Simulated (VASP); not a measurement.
# W4S9 (a cell with a defect) in VASP: a series of runs, part 2 of 2

VASP 6.6.1. Earlier steps stand in the parts before.

## 3. Single point, PBE

File INCAR:

```
SYSTEM = W4S9
PREC     = Accurate       ! precision mode
ENCUT    = 520            ! plane-wave cutoff, eV
EDIFF    = 1E-6           ! SCF threshold, eV
ISMEAR   = 0              ! smearing method
SIGMA    = 0.02           ! smearing width, eV
LREAL    = .False.        ! projectors in reciprocal space
LASPH    = .True.         ! aspherical terms in the spheres
NELM     = 80             ! most SCF steps
ALGO     = Normal         ! electronic algorithm
ISIF     = 2              ! what is computed and relaxed
LWAVE    = .False.        ! write WAVECAR
LCHARG   = .False.        ! write CHGCAR
GGA      = PE             ! functional
NBANDS   = 67             ! bands
```

File KPOINTS:

```
regular mesh
0
Gamma
  3 3 3
  0 0 0
```

File POSCAR:

```
W4S9
1.0
    3.1877474230      5.5213404984      0.0000000000
    6.3754948460      0.0000000000      0.0000000000
    3.1877474230      1.8404468328     -7.4744429926
W S
4 9
Direct
    0.0033249998      0.0102930107      1.0042444644
    0.0033765095      0.5017371381      1.0041611137
    0.4947394965      0.0093404348      1.0062066173
    0.4980622509      0.5075906212      1.0065016226
    0.4036415304      0.4097901302      0.7951159713
    0.4035793687      0.9112055129      0.7950905513
    0.9018037680      0.4109591597      0.7958558258
    0.9020122441      0.9098360575      0.7980063539
    0.2613014526      0.2700289504      0.2174073709
    0.2612714484      0.7709452200      0.2174636962
    0.7626002065      0.2703019840      0.2164792750
    0.7713222015      0.7713744212      0.2051298005
    0.7303884077      0.6613712743      0.4633711172
```

Potentials or basis: VASP PAW PBE potentials, release 64 (W_sv, S).

Command:

```
> cat potpaw_PBE.64/W_sv/POTCAR potpaw_PBE.64/S/POTCAR > POTCAR
> mpirun -np 1 vasp_std > vasp.out
```

OUTCAR:

```text
SYSTEM = W4S9
   PREC = Accurate
   ENCUT = 520
   EDIFF = 1E-6
   ISMEAR = 0
   LREAL = .False.
   LASPH = .True.
   NELM = 80
   ISIF = 2
   GGA = PE

 ion  position               nearest neighbor table
   1  0.003  0.010  0.004-  12 2.39   7 2.40   6 2.40  10 2.42  11 2.42   8 2.43   2 3.13   3 3.14
                             4 3.18   4 3.20   3 3.24   2 3.24
   2  0.003  0.502  0.004-  12 2.39   7 2.40   5 2.40   9 2.42  11 2.42   8 2.43   1 3.13   3 3.14
                             4 3.18   4 3.20   3 3.24   1 3.24
   3  0.495  0.009  0.006-  12 2.41   6 2.41   5 2.41   9 2.42  10 2.42   8 2.43   2 3.14   1 3.14
                             4 3.19   4 3.19   1 3.24   2 3.24
   4  0.498  0.508  0.007-   7 2.42  11 2.42   5 2.42   9 2.42   6 2.42  10 2.42   1 3.18   2 3.18
                             3 3.19   3 3.19   2 3.20   1 3.20
   5  0.404  0.410  0.795-   2 2.40   3 2.41   4 2.42
   6  0.404  0.911  0.795-   1 2.40   3 2.41   4 2.42
   7  0.902  0.411  0.796-   2 2.40   1 2.40   4 2.42
   8  0.902  0.910  0.798-   1 2.43   2 2.43   3 2.43
   9  0.261  0.270  0.217-   3 2.42   2 2.42   4 2.42
  10  0.261  0.771  0.217-   3 2.42   1 2.42   4 2.42
  11  0.763  0.270  0.216-   1 2.42   2 2.42   4 2.42
  12  0.771  0.771  0.205-  13 1.95   2 2.39   1 2.39   3 2.41
  13  0.730  0.661  0.463-  12 1.95

  LATTYP: Found a trigonal (rhomboedric) cell.
 ALAT       =     8.3316430689
 COS(alpha) =     0.7072233146

  Lattice vectors:

 A1 = (   0.0000000000,  -3.6808936656,  -7.4744429926)
 A2 = (  -3.1877474230,   1.8404468328,  -7.4744429926)
 A3 = (   3.1877474230,   1.8404468328,  -7.4744429926)

Analysis of symmetry for initial positions (statically):
=====================================================================
 Subroutine PRICEL returns:
 Original cell was already a primitive cell.

 Routine SETGRP: Setting up the symmetry group for a
 trigonal (rhombohedral) supercell.

 Subroutine GETGRP returns: Found  1 space group operations
 (whereof  1 operations were pure point group operations)
 out of a pool of 12 trial point group operations.

The static configuration has the point symmetry C_1 .

[... 157 lines left out ...]
  volume of cell :      263.11
 maximum number of plane-waves:      7114
   NGX = 23   NGY = 23   NGZ = 31

 number of electron     110.0000004 magnetization

 Free energy of the ion-electron system (eV)
  ---------------------------------------------------
  ext. energy  EPLUGINS =         0.00000000
  ---------------------------------------------------
  free energy    TOTEN  =       -97.28917702 eV

  energy without entropy =      -97.28917702  energy(sigma->0) =      -97.28917702

 E-fermi :   5.5478     XC(G=0):  -9.9458

 val. band max:        5.2760401421   @ k =  -0.3333   0.3333  -0.3333
 cond. band min:       6.7160319934   @ k =  -0.3333   0.3333  -0.3333
 fundamental gap:      1.4399918513
 Fermi energy:         5.5477601148

 k-point     1 :       0.0000    0.0000    0.0000
  band No.  band energies     occupation
      1     -68.9485      2.00000
      2     -68.9071      2.00000
      3     -68.8939      2.00000
      4     -68.8888      2.00000
      5     -33.3648      2.00000
      6     -33.3449      2.00000
[... 969 lines left out ...]
     66       8.6036      0.00000
     67       8.7406      0.00000

------------------------ aborting loop because EDIFF is reached ----------------------------------------

  FORCE on cell =-STRESS in cart. coord.  units (eV):
  Direction    XX          YY          ZZ          XY          YZ          ZX
  --------------------------------------------------------------------------------------
  -------------------------------------------------------------------------------------
  Total        1.8932180      1.7604045      5.1154879     -0.0017048      0.7806418     -0.0393484
  in kB       11.5285304     10.7197781     31.1501669     -0.0103810      4.7536270     -0.2396076
  external PRESSURE =      17.7994918 kB  Pullay stress =       0.0000000 kB

 VOLUME and BASIS-vectors are now :
 -----------------------------------------------------------------------------
  energy-cutoff  :      520.00
  volume of cell :      263.11
      direct lattice vectors                 reciprocal lattice vectors
     3.187747423  5.521340498  0.000000000     0.000000000  0.181115438  0.044596411
     6.375494846  0.000000000  0.000000000     0.156850570 -0.090557719  0.044596411
     3.187747423  1.840446833 -7.474442993     0.000000000  0.000000000 -0.133789234

 POSITION                                       TOTAL-FORCE (eV/Angst)
 -----------------------------------------------------------------------------------
      0.08975      0.02617     -0.03173         0.012282      0.015725      0.000974
      3.22285      0.02630     -0.03110        -0.015209      0.016286      0.008213
      1.65644      2.74305     -0.04639        -0.000820     -0.007758      0.001932
      4.84456      2.76194     -0.04860        -0.001608      0.013015     -0.003453
      6.43395      3.69201     -5.94305        -0.001912      0.007311     -0.002271
      9.63044      3.69162     -5.94286        -0.001530      0.008309     -0.001983
      8.03178      6.44390     -5.94858        -0.001001      0.022896     -0.007101
     11.21989      6.44900     -5.96465        -0.001845      0.007778     -0.001814
      3.24757      1.84286     -1.62500         0.002256      0.006997     -0.007932
      6.44124      1.84280     -1.62542        -0.004197      0.007000     -0.007579
      4.84437      4.60899     -1.61806        -0.000889      0.011783     -0.013572
      8.03058      4.63626     -1.53323         0.003220      0.019791     -0.175483
      8.02197      4.88553     -3.46344         0.011255     -0.129133      0.210069
 -----------------------------------------------------------------------------------
    total drift:                                0.000178     -0.000088     -0.000664

  FREE ENERGIE OF THE ION-ELECTRON SYSTEM (eV)
  ---------------------------------------------------
  free  energy   TOTEN  =       -97.2891770238 eV

  energy  without entropy=      -97.2891770238  energy(sigma->0) =      -97.28917702
```

OSZICAR:

```text
N       E                     dE             d eps       ncg     rms          rms(c)
DAV:   1     0.115334348186E+04    0.11533E+04   -0.57054E+04  2044   0.160E+03
DAV:   2    -0.992503271214E+01   -0.11633E+04   -0.11269E+04  2180   0.439E+02
DAV:   3    -0.994928085970E+02   -0.89568E+02   -0.87968E+02  2280   0.115E+02
DAV:   4    -0.102817036717E+03   -0.33242E+01   -0.33030E+01  2400   0.220E+01
DAV:   5    -0.102914240979E+03   -0.97204E-01   -0.96999E-01  2456   0.387E+00    0.540E+01
DAV:   6    -0.980079958556E+02    0.49062E+01   -0.26397E+01  2343   0.219E+01    0.253E+01
DAV:   7    -0.974920040026E+02    0.51599E+00   -0.67712E+00  2275   0.947E+00    0.108E+01
DAV:   8    -0.972932956155E+02    0.19871E+00   -0.86167E-01  2341   0.428E+00    0.252E+00
DAV:   9    -0.972922136994E+02    0.10819E-02   -0.12727E-01  2560   0.158E+00    0.134E+00
DAV:  10    -0.972903247249E+02    0.18890E-02   -0.36078E-02  2333   0.120E+00    0.510E-01
DAV:  11    -0.972894271578E+02    0.89757E-03   -0.12399E-02  2368   0.688E-01    0.212E-01
DAV:  12    -0.972890566758E+02    0.37048E-03   -0.26033E-03  2376   0.241E-01    0.993E-02
DAV:  13    -0.972891103629E+02   -0.53687E-04   -0.22534E-04  2288   0.619E-02    0.591E-02
DAV:  14    -0.972891680005E+02   -0.57638E-04   -0.65184E-05  2272   0.415E-02    0.200E-02
DAV:  15    -0.972891753564E+02   -0.73559E-05   -0.15459E-05  2448   0.261E-02    0.134E-02
DAV:  16    -0.972891763778E+02   -0.10214E-05   -0.29850E-06  1824   0.120E-02    0.782E-03
DAV:  17    -0.972891770238E+02   -0.64593E-06   -0.10204E-06  1368   0.529E-03
   1 F= -.97289177E+02 E0= -.97289177E+02  d E =-.575870E-83
```

stdout:

```text
POSCAR found type information on POSCAR W S
 POSCAR found :  2 types and      13 ions
 scaLAPACK will be used
 LDA part: xc-table for (Slater+PW92), standard interpolation
 POSCAR, INCAR and KPOINTS ok, starting setup
 FFT: planning ... GRIDC
 FFT: planning ... GRID_SOFT
 FFT: planning ... GRID
 WAVECAR not read
 entering main loop
```

Wall time 11 min (1 thread of Oxide Virtual Turin-like, shared host); peak memory 0.42 GiB.

What came out:

```
Free energy            : -97.2892 eV
Pressure               : 1.8 GPa
Largest force          : 0.247 eV/Å
Band gap on the k mesh : 1.44 eV
```

Forces in eV/Å, atoms in the order of the input:
```
W    0.012  0.016  0.001
W   -0.015  0.016  0.008
W   -0.001 -0.008  0.002
W   -0.002  0.013 -0.003
S   -0.002  0.007 -0.002
S   -0.002  0.008 -0.002
S   -0.001  0.023 -0.007
S   -0.002  0.008 -0.002
S    0.002  0.007 -0.008
S   -0.004  0.007 -0.008
S   -0.001  0.012 -0.014
S    0.003  0.020 -0.175
S    0.011 -0.129  0.210
```

Levels at points of the mesh, in eV from the valence-band top:
| k point | band 53 | band 54 | band 55 | band 56 | band 57 | band 58 |
| --- | --- | --- | --- | --- | --- | --- |
| (0.00, 0.00, 0.00) | -0.24 | -0.23 | -0.10 | 2.58 | 2.58 | 2.60 |

Caveat: spin-orbit coupling is left out, which moves the levels of the heavy elements.

## 4. Single point, PBE

File INCAR:

```
PREC = Accurate
ENCUT = 520
EDIFF = 1E-6
ISMEAR = 0
SIGMA = 0.02
LREAL = False
LASPH = True
NELM = 60
ALGO = Normal
ISIF = 2
LWAVE = False
LCHARG = True
GGA = PE
LELF = True
LVHAR = True
NBANDS = 67
```

File KPOINTS:

```
Automatic mesh
0
Gamma
  3 3 3
```

File POSCAR:

```
W4S9
1.0
    3.1877474230      5.5213404984      0.0000000000
    6.3754948460      0.0000000000      0.0000000000
    3.1877474230      1.8404468328     -7.4744429926
W S
4 9
Direct
    0.0041645617      0.0073204565      1.0035079547
    0.0023408970      0.5009405967      1.0065322603
    0.4971742634      0.0073258116      1.0034789224
    0.5028348771      0.5005180404      1.0059706131
    0.4038411980      0.4080354541      0.7942170414
    0.4063227305      0.9034244178      0.7960593192
    0.9060642020      0.4080414191      0.7942245336
    0.9042547529      0.9067335209      0.7969377793
    0.2642197631      0.2651729142      0.2164304419
    0.2655983945      0.7659951624      0.2149797653
    0.7663179804      0.2651823865      0.2164471656
    0.7617638587      0.7792468522      0.2093776087
    0.6298616527      0.7852850642      0.4668705084
```

Command:

```
> cat potpaw_PBE.64/W_sv/POTCAR potpaw_PBE.64/S/POTCAR > POTCAR
> mpirun -np 1 vasp_std > vasp.out
```

Wall time 10 min (1 thread of Oxide Virtual Turin-like, shared host); peak memory 0.42 GiB.

Results (log left out):

```yaml
Free_energy: -97.2238 eV
Pressure: 1.3 GPa
Largest_force: 0.522 eV/Å
Band_gap_on_the_k_mesh: 1.31 eV
```

Forces in eV/Å, atoms in the order of the input:
```
W    0.036  0.004 -0.023
W   -0.002  0.001 -0.026
W    0.014 -0.032 -0.025
W    0.029 -0.017 -0.007
S    0.011 -0.016 -0.017
S    0.053 -0.030 -0.024
S    0.019 -0.002 -0.016
S    0.012 -0.007 -0.039
S    0.020  0.002 -0.022
S    0.015 -0.009 -0.034
S    0.008 -0.018 -0.022
S    0.065 -0.039 -0.156
S   -0.280  0.163  0.410
```

Stress tensor (GPa, compression positive):
```
 0.85  0.07  0.96
 0.07  0.93 -0.56
 0.96 -0.56  2.26
```

Levels at points of the mesh, in eV from the valence-band top:
| k point | band 52 | band 53 | band 54 | band 55 | band 56 | band 57 | band 58 | band 59 |
| --- | --- | --- | --- | --- | --- | --- | --- | --- |
| (0.00, 0.00, 0.00) | -1.17 | -0.30 | -0.24 | -0.11 | 2.39 | 2.55 | 2.56 | 2.61 |

Caveat: spin-orbit coupling is left out, which moves the levels of the heavy elements.

## 5. Summary

| cell | gap on the mesh (eV) | pressure (GPa) | largest force (eV/Å) |
| --- | --- | --- | --- |
| as given, atomic positions A | 0.98 | 0.2 | 0.02 |
| as given, atomic positions B | 1.44 | 1.8 | 0.25 |
| as given, atomic positions C | 1.31 | 1.3 | 0.52 |

Alike in all rows: task single point; level PBE; potentials or basis VASP PAW PBE potentials, release 64 (W_sv, S); no spin polarisation; k mesh 3 × 3 × 3; cutoff (eV) 520; smearing gaussian 0.02 eV.

Caveats: spin-orbit coupling is left out, which moves the levels of the heavy elements.

Absolute energies hang on the potentials; compare differences alone.
